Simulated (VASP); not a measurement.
# Bi: single point with PBEsol-based screened hybrid with 25 % exact exchange

Crystal: Bi.

```xyz
1
Lattice="-1.9373 1.9373 1.9373 1.9373 -1.9373 1.9373 1.9373 1.9373 -1.9373" Properties=species:S:1:pos:R:3 pbc="T T T"
Bi    0.0000    0.0000    0.0000
```

This isn't the form of Bi at room conditions, which is rhombohedral.

```
Program             : VASP 6.6.1
Task                : single point
Functional          : PBEsol-based screened hybrid with 25 % exact exchange
Potentials or basis : VASP PAW PBE potentials, release 64 (Bi_d)
Cutoff              : 520 eV
k mesh              : 5 × 5 × 5
Occupations         : fermi-dirac, width 0.05 eV
Spin                : no spin polarisation
```

The pressure is 0.0 GPa and the band gap on the k mesh is zero (an odd number of electrons rules out a gap without spin polarisation).

Levels at points of the mesh, in eV from the Fermi level:
| k point | band 3 | band 4 | band 5 | band 6 | band 7 | band 8 | band 9 | band 10 | band 11 | band 12 |
| --- | --- | --- | --- | --- | --- | --- | --- | --- | --- | --- |
| (0.00, 0.00, 0.00) | -25.50 | -25.33 | -25.33 | -15.80 | 6.01 | 6.01 | 6.01 | 10.61 | 11.05 | 11.05 |

Run time: 5.6 min on 1 thread of AMD EPYC 9R45 96-Core Processor (Zen 5), on a shared host, peak memory 0.23 GiB.

Caveat: the k points lie up to 0.46 Å⁻¹ apart, too coarse for converged energies and pressures of a metal; the PAW data sets were made with another functional, which shifts forces and pressure a little; spin-orbit coupling is left out, which moves the levels of the heavy elements.
